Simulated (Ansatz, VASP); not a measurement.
**BaZrO3: VASP beside Ansatz**

```
Ba Zr O
1.0
     4.36488    0.00000    0.00000
     0.00000    4.36488    0.00000
     0.00000    0.00000    4.36488
Ba Zr O
1 1 3
Direct
  0.00000 0.00000 0.00000
  0.50000 0.50000 0.50000
  0.00000 0.50000 0.50000
  0.50000 0.50000 0.00000
  0.50000 0.00000 0.50000
```

Alike in both runs: task single point; functional PBE; k mesh 8 × 8 × 8; occupations gaussian, width 0.05 eV; no spin polarisation.

|  | VASP | Ansatz |
| --- | --- | --- |
| version | VASP 6.6.1 | Ansatz 0.2.0 |
| potentials or method | VASP PAW PBE potentials, release 64 (Ba_sv, Zr_sv, O), cutoff 520 eV | scalar-relativistic, plane waves, PAW |
| valence electrons in the cell | 40 | 40 |

```tsv
	VASP	Ansatz	Ansatz less VASP
gap on the k mesh at the Fermi level (eV)	2.90	2.94	+0.037
least direct gap on the mesh (eV)	3.22	3.24	+0.017
pressure (GPa)	-11.0	-11.6	-0.62
```

With one functional, cell and mesh, what is left measures potentials, basis and numerics.

Spin-orbit coupling is off throughout.
